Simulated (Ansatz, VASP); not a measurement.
AlN: VASP beside Ansatz

```
CELL_PARAMETERS angstrom
3.25721 0.00000 0.00000
-1.62861 2.82083 0.00000
0.00000 0.00000 4.35522
ATOMIC_POSITIONS crystal
Al 0.33333 0.66667 0.75000
Al 0.66667 0.33333 0.25000
N 0.33333 0.66667 0.25000
N 0.66667 0.33333 0.75000
```

Alike in both runs: task single point; functional PBEsol; k mesh 9 × 9 × 6; occupations gaussian, width 0.05 eV; no spin polarisation.

|  | VASP | Ansatz |
| --- | --- | --- |
| version | VASP 6.6.1 | Ansatz 0.2.0 |
| potentials or method | VASP PAW PBE potentials, release 64 (Al, N), cutoff 520 eV | scalar-relativistic, plane waves, PAW |
| valence electrons in the cell | 16 | 16 |

```csv
,VASP,Ansatz,Ansatz less VASP
gap on the k mesh at the Fermi level (eV),3.01,3.00,-0.014
least direct gap on the mesh (eV),3.01,3.00,-0.014
pressure (GPa),-2.1,-2.1,-0.01
"traceless stress, the component that is largest in VASP (GPa)",-6.70,-6.62,+0.078
```

VASP's potentials were made for PBE, not for PBEsol, and Ansatz warns of the same on its side.
